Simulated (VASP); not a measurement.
# C2H4 in VASP: further runs

Aim: see how the results for C2H4 move with the level of theory and the settings. Levels: LDA, PBE+D3(BJ), RPBE. Tasks: single point.

All numbers are computed with VASP 6.6.1; they aren't measurements. Logs are shortened: lines on timing, memory, paths and dates and some standing lists are left out, and cuts for length are marked.

## 1. The cell of the first run

The cell holds a molecule in a box, 6 atoms: a = 12.000 Å, b = 12.500 Å, c = 13.000 Å, α = 90.00°, β = 90.00°, γ = 90.00°.

## 2. Single point, LDA

The input, INCAR:

```
PREC = Accurate
ENCUT = 520
EDIFF = 1E-6
ISMEAR = 0
SIGMA = 0.01
LREAL = F
LASPH = T
NELM = 120
ALGO = Normal
ISIF = 2
LWAVE = F
LCHARG = F
NBANDS = 15
GGA_COMPAT = F
NELMDL = -8
```

The input, KPOINTS:

```
regular mesh
0
Gamma
  1 1 1
```

The input, POSCAR:

```
H2C
1.0
   12.0000000000      0.0000000000      0.0000000000
    0.0000000000     12.5000000000      0.0000000000
    0.0000000000      0.0000000000     13.0000000000
C H
2 4
Direct
    0.5000000000      0.5000000000      0.5512393249
    0.5000000000      0.5000000000      0.4487606751
    0.5000000000      0.5742480162      0.5953335202
    0.5000000000      0.4257519838      0.5953335202
    0.5000000000      0.5742480162      0.4046664798
    0.5000000000      0.4257519838      0.4046664798
```

Potentials or basis: VASP PAW LDA potentials, release 64 (C, H).

On the command line:

```bash
$ cat potpaw_LDA.64/C/POTCAR potpaw_LDA.64/H/POTCAR > POTCAR
$ mpirun -np 1 vasp_gam > vasp.out
```

OUTCAR:

```text
PREC = Accurate
   ENCUT = 520
   EDIFF = 1E-6
   ISMEAR = 0
   LREAL = F
   LASPH = T
   NELM = 120
   ISIF = 2
   NELMDL = -8

 ion  position               nearest neighbor table
   1  0.500  0.500  0.551-   3 1.09   4 1.09   2 1.33
   2  0.500  0.500  0.449-   5 1.09   6 1.09   1 1.33
   3  0.500  0.574  0.595-   1 1.09
   4  0.500  0.426  0.595-   1 1.09
   5  0.500  0.574  0.405-   2 1.09
   6  0.500  0.426  0.405-   2 1.09

  LATTYP: Found a simple orthorhombic cell.
 ALAT       =    12.0000000000
 B/A-ratio  =     1.0416666667
 C/A-ratio  =     1.0833333333

  Lattice vectors:

 A1 = (  12.0000000000,   0.0000000000,   0.0000000000)
 A2 = (   0.0000000000,  12.5000000000,   0.0000000000)
 A3 = (   0.0000000000,   0.0000000000,  13.0000000000)

Analysis of symmetry for initial positions (statically):
=====================================================================
 Subroutine PRICEL returns:
 Original cell was already a primitive cell.

 Routine SETGRP: Setting up the symmetry group for a
 simple orthorhombic supercell.

 Subroutine GETGRP returns: Found  8 space group operations
 (whereof  8 operations were pure point group operations)
 out of a pool of  8 trial point group operations.

The static configuration has the point symmetry D_2h.

Analysis of symmetry for dynamics (positions and initial velocities):
=====================================================================
 Subroutine PRICEL returns:
 Original cell was already a primitive cell.

 Routine SETGRP: Setting up the symmetry group for a
 simple orthorhombic supercell.

 Subroutine GETGRP returns: Found  8 space group operations
 (whereof  8 operations were pure point group operations)
 out of a pool of  8 trial point group operations.

The dynamic configuration has the point symmetry D_2h.

 Subroutine INISYM returns: Found  8 space group operations
 (whereof  8 operations are pure point group operations),
 and found     1 'primitive' translations

----------------------------------------------------------------------------------------

                                     Primitive cell

  volume of cell :    1950.0000

  direct lattice vectors                    reciprocal lattice vectors
    12.000000000  0.000000000  0.000000000     0.083333333  0.000000000  0.000000000
     0.000000000 12.500000000  0.000000000     0.000000000  0.080000000  0.000000000
     0.000000000  0.000000000 13.000000000     0.000000000  0.000000000  0.076923077

  length of vectors
    12.000000000 12.500000000 13.000000000     0.083333333  0.080000000  0.076923077

  position of ions in fractional coordinates (direct lattice)
     0.500000000  0.500000000  0.551239325
     0.500000000  0.500000000  0.448760675
     0.500000000  0.574248016  0.595333520
     0.500000000  0.425751984  0.595333520
     0.500000000  0.574248016  0.404666480
     0.500000000  0.425751984  0.404666480

  ion indices of the primitive-cell ions
   primitive index   ion index
                 1           1
                 2           2
                 3           3
                 4           4
                 5           5
                 6           6

----------------------------------------------------------------------------------------

 KPOINTS: regular mesh

Automatic generation of k-mesh.
 Grid dimensions read from file:
 generate k-points for:    1    1    1

 Generating k-lattice:

  Cartesian coordinates                     Fractional coordinates (reciprocal lattice)
     0.083333333  0.000000000  0.000000000     1.000000000  0.000000000  0.000000000
     0.000000000  0.080000000  0.000000000     0.000000000  1.000000000  0.000000000
     0.000000000  0.000000000  0.076923077     0.000000000  0.000000000  1.000000000

  Length of vectors
     0.083333333  0.080000000  0.076923077

  Shift w.r.t. Gamma in fractional coordinates (k-lattice)
     0.000000000  0.000000000  0.000000000

 Subroutine IBZKPT returns following result:
 ===========================================

 Found      1 irreducible k-points:

 Following reciprocal coordinates:
            Coordinates               Weight
  0.000000  0.000000  0.000000      1.000000
   k-points           NKPTS =      1   k-points in BZ     NKDIM =      1   number of bands    NBANDS=     15
   number of dos      NEDOS =    301   number of ions     NIONS =      6
   total plane-waves  NPLWV = 846720
   dimension x,y,z NGX =    90 NGY =   96 NGZ =   98
   dimension x,y,z NGXF=   180 NGYF=  192 NGZF=  196
   ions per type =               2   4
   NGX,Y,Z   is equivalent  to a cutoff of  12.47, 12.77, 12.53 a.u.
   NGXF,Y,Z  is equivalent  to a cutoff of  24.94, 25.54, 25.06 a.u.
 SYSTEM =  unknown system
   PREC   = accura    normal or accurate (medium, high low for compatibility)
   ISTART =      0    job   : 0-new  1-cont  2-samecut
   ICHARG =      2    charge: 1-file 2-atom 10-const
   ISPIN  =      1    spin polarized calculation?
   LNONCOLLINEAR =      F non collinear calculations
   LSORBIT =      F    spin-orbit coupling
   LASPH  =      T    aspherical Exc in radial PAW
   ENCUT  =  520.0 eV  38.22 Ry    6.18 a.u.  22.31 23.24 24.17*2*pi/ulx,y,z
   NELM   =    120;   NELMIN=  2; NELMDL= -8     # of ELM steps
   EDIFF  = 0.1E-05   stopping-criterion for ELM
   LREAL  =      F    real-space projection
   EDIFFG = 0.1E-04   stopping-criterion for IOM
   NSW    =      0    number of steps for IOM
   IBRION =     -1    ionic relax: 0-MD 1-quasi-New 2-CG
   NFREE  =      0    steps in history (QN), initial steepest desc. (CG)
   ISIF   =      2    stress and relaxation
   ISYM   =      2    0-nonsym 1-usesym 2-fastsym
   POTIM  = 0.5000    time-step for ionic-motion
   TEBEG  =    0.0;   TEEND  =   0.0 temperature during run
   PSTRESS=    0.0 pullay stress
   NELECT =      12.0000    total number of electrons
   NUPDOWN=      -1.0000    fix difference up-down
   EMIN   =  10.00;   EMAX   =-10.00  energy-range for DOS
   EFERMI =   0.00;   METHOD = LEGACY
   ISMEAR =     0;   SIGMA  =   0.01  broadening in eV -4-tet -1-fermi 0-gaus
   EFERMI_NEDOS =   21; number of points for ismear=-14 and -15
   IALGO  =     38    algorithm
   IMIX   =      4    mixing-type and parameters
     AMIX     =   0.40;   BMIX     =  1.00
     AMIX_MAG =   1.60;   BMIX_MAG =  1.00
  volume/ion in A,a.u.               =     325.00      2193.21
  Fermi-wavevector in a.u.,A,eV,Ry     =   0.300002  0.566921  1.224538  0.090001
  Thomas-Fermi vector in A             =   1.167927
   LORBIT       =      0    0 simple, 1 ext, 2 COOP (PROOUT), +10 PAW based schemes
   GGA     = CA    functional components
   LHFCALC =     F    Hartree Fock is set to
   AEXX    =    0.0000 exact exchange contribution
   IVDW    =     0    specifies the selected vdW correction
   LEPSILON=     F    determine dielectric tensor
   LRPA    =     F    only Hartree local field effects (RPA)
 non-spin polarized calculation
 Gauss-broadening in eV      SIGMA  =   0.01
  energy-cutoff  :      520.00
  volume of cell :     1950.00
 maximum number of plane-waves:     26244
 NGX is ok and might be reduce to    90
   NGX = 45   NGY = 47   NGZ = 49

 number of electron      11.9999997 magnetization

 Free energy of the ion-electron system (eV)
  ---------------------------------------------------
  ext. energy  EPLUGINS =         0.00000000
  ---------------------------------------------------
  free energy    TOTEN  =       -33.35322909 eV

  energy without entropy =      -33.35322909  energy(sigma->0) =      -33.35322909

 E-fermi :  -6.7361     XC(G=0):  -0.4703

 val. band max:       -6.8432685889   @ k =   0.0000   0.0000   0.0000
 cond. band min:      -1.1886805702   @ k =   0.0000   0.0000   0.0000
 fundamental gap:      5.6545880187
 Fermi energy:        -6.7361155459

 k-point     1 :       0.0000    0.0000    0.0000
  band No.  band energies     occupation
      1     -18.6073      2.00000
      2     -14.0423      2.00000
      3     -11.4007      2.00000
      4     -10.1585      2.00000
      5      -8.3625      2.00000
      6      -6.8433      2.00000
      7      -1.1887      0.00000
      8      -0.3252      0.00000
      9       0.4007      0.00000
     10       0.4606      0.00000
     11       0.5662      0.00000
     12       0.8235      0.00000
     13       0.8531      0.00000
     14       0.8973      0.00000
     15       1.4411      0.00000

------------------------ aborting loop because EDIFF is reached ----------------------------------------

  FORCE on cell =-STRESS in cart. coord.  units (eV):
  Direction    XX          YY          ZZ          XY          YZ          ZX
  --------------------------------------------------------------------------------------
  -------------------------------------------------------------------------------------
  Total       -0.0676925      0.3498385     -0.6519260      0.0000000      0.0000000      0.0000000
  in kB       -0.0556181      0.2874376     -0.5356415      0.0000000      0.0000000      0.0000000
  external PRESSURE =      -0.1012740 kB  Pullay stress =       0.0000000 kB

 VOLUME and BASIS-vectors are now :
 -----------------------------------------------------------------------------
  energy-cutoff  :      520.00
  volume of cell :     1950.00
      direct lattice vectors                 reciprocal lattice vectors
    12.000000000  0.000000000  0.000000000     0.083333333  0.000000000  0.000000000
     0.000000000 12.500000000  0.000000000     0.000000000  0.080000000  0.000000000
     0.000000000  0.000000000 13.000000000     0.000000000  0.000000000  0.076923077

 POSITION                                       TOTAL-FORCE (eV/Angst)
 -----------------------------------------------------------------------------------
      6.00000      6.25000      7.16611         0.000000      0.000000     -0.602975
      6.00000      6.25000      5.83389         0.000000      0.000000      0.602975
      6.00000      7.17810      7.73934        -0.000000      0.114915      0.045427
      6.00000      5.32190      7.73934         0.000000     -0.114915      0.045427
      6.00000      7.17810      5.26066         0.000000      0.114915     -0.045427
      6.00000      5.32190      5.26066         0.000000     -0.114915     -0.045427
 -----------------------------------------------------------------------------------
    total drift:                                0.000000     -0.000000      0.000000

  FREE ENERGIE OF THE ION-ELECTRON SYSTEM (eV)
  ---------------------------------------------------
  free  energy   TOTEN  =       -33.3532290926 eV

  energy  without entropy=      -33.3532290926  energy(sigma->0) =      -33.35322909
```

Run time: 46 s. Hardware: 1 thread of Intel Xeon 6975P-C (Granite Rapids), shared host; peak memory 0.87 GiB.

What came out:

| Item | Value |
| --- | --- |
| Free energy | -33.3532 eV |
| Largest force | 0.603 eV/Å |
| Gap between the frontier levels | 5.65 eV |

Forces in eV/Å, atoms in the order of the input:
```
C    0.000  0.000 -0.603
C    0.000  0.000  0.603
H    0.000  0.115  0.045
H    0.000 -0.115  0.045
H    0.000  0.115 -0.045
H    0.000 -0.115 -0.045
```

## 3. Single point, PBE+D3(BJ)

The input, INCAR:

```
PREC = Accurate ; ENCUT = 520
EDIFF = 1E-6 ; ISMEAR = 0
SIGMA = 0.01 ; LREAL = F
LASPH = T ; NELM = 120
ALGO = Normal ; ISIF = 2
LWAVE = F ; LCHARG = F
GGA = PE ; IVDW = 12
NBANDS = 15 ; GGA_COMPAT = F
NELMDL = -8
```

KPOINTS is that of step 2.

POSCAR is that of step 2.

Potentials or basis: VASP PAW PBE potentials, release 64 (C, H).

On the command line:

```bash
$ cat potpaw_PBE.64/C/POTCAR potpaw_PBE.64/H/POTCAR > POTCAR
$ mpirun -np 1 vasp_gam > vasp.out
```

OUTCAR:

```text
PREC = Accurate
   ENCUT = 520
   EDIFF = 1E-6
   ISMEAR = 0
   LREAL = F
   LASPH = T
   NELM = 120
   ISIF = 2
   GGA = PE
   IVDW = 12
   NELMDL = -8
 IVDW          = 12

 ion  position               nearest neighbor table
   1  0.500  0.500  0.551-   3 1.09   4 1.09   2 1.33
   2  0.500  0.500  0.449-   5 1.09   6 1.09   1 1.33
   3  0.500  0.574  0.595-   1 1.09
   4  0.500  0.426  0.595-   1 1.09
[... 206 lines left out ...]
  --------------------------------------------------------------------------------------
  -------------------------------------------------------------------------------------
  Total      -0.06744    -0.03398     0.01474    -0.00000     0.00000     0.00000
  in kB      -0.05541    -0.02792     0.01211    -0.00000     0.00000     0.00000
  external pressure =       -0.02 kB  Pullay stress =        0.00 kB

 VOLUME and BASIS-vectors are now :
 -----------------------------------------------------------------------------
  energy-cutoff  :      520.00
  volume of cell :     1950.00
      direct lattice vectors                 reciprocal lattice vectors
    12.000000000  0.000000000  0.000000000     0.083333333  0.000000000  0.000000000
     0.000000000 12.500000000  0.000000000     0.000000000  0.080000000  0.000000000
     0.000000000  0.000000000 13.000000000     0.000000000  0.000000000  0.076923077

 POSITION                                       TOTAL-FORCE (eV/Angst)
 -----------------------------------------------------------------------------------
      6.00000      6.25000      7.16611         0.000000     -0.000000      0.030096
      6.00000      6.25000      5.83389         0.000000     -0.000000     -0.030096
      6.00000      7.17810      7.73934         0.000000      0.011258      0.009426
      6.00000      5.32190      7.73934        -0.000000     -0.011258      0.009426
      6.00000      7.17810      5.26066         0.000000      0.011258     -0.009426
      6.00000      5.32190      5.26066         0.000000     -0.011258     -0.009426
 -----------------------------------------------------------------------------------
    total drift:                                0.000000     -0.000000      0.000000

  FREE ENERGIE OF THE ION-ELECTRON SYSTEM (eV)
  ---------------------------------------------------
  free  energy   TOTEN  =       -32.0435728325 eV

  energy  without entropy=      -32.0435728325  energy(sigma->0) =      -32.04357283
```

OSZICAR:

```text
N       E                     dE             d eps       ncg     rms          rms(c)
DAV:   1     0.968203973082E+02    0.96820E+02   -0.25882E+03    38   0.402E+02
DAV:   2     0.221260329643E+01   -0.94608E+02   -0.90859E+02    52   0.795E+01
DAV:   3    -0.341454589279E+02   -0.36358E+02   -0.36149E+02    52   0.619E+01
[... 18 lines left out ...]
DAV:  22    -0.319794131881E+02   -0.31903E-04   -0.63435E-07    30   0.297E-03    0.780E-04
DAV:  23    -0.319794199134E+02   -0.67253E-05   -0.16323E-07    30   0.140E-03    0.472E-04
DAV:  24    -0.319794246142E+02   -0.47008E-05   -0.19156E-07    30   0.146E-03    0.276E-04
DAV:  25    -0.319794259689E+02   -0.13547E-05   -0.28696E-08    37   0.634E-04    0.907E-05
DAV:  26    -0.319794266464E+02   -0.67755E-06   -0.76639E-09    30   0.362E-04
   1 F= -.32043573E+02 E0= -.32043573E+02  d E =-.837341E-55
```

It took 77 s on 1 thread of Intel Xeon 6975P-C (Granite Rapids), shared host; peak memory 1.3 GiB.

What came out:

| Item | Value |
| --- | --- |
| Free energy | -32.0436 eV |
| Largest force | 0.030 eV/Å |
| Gap between the frontier levels | 5.68 eV |
| Dispersion energy per atom | -0.011 eV |

Forces on the atoms (eV/Å):
```
C    0.000  0.000  0.030
C    0.000  0.000 -0.030
H    0.000  0.011  0.009
H    0.000 -0.011  0.009
H    0.000  0.011 -0.009
H    0.000 -0.011 -0.009
```

Levels at points of the mesh, in eV from the valence-band top:
```
           k point  band 2  band 3  band 4  band 5  band 6  band 7  band 8  band 9  band 10  band 11
(0.00, 0.00, 0.00)   -7.45   -4.68   -3.42   -1.73    0.00    5.68    6.31    7.01     7.09     7.24
```

(Part 1 of 2 ends here.)
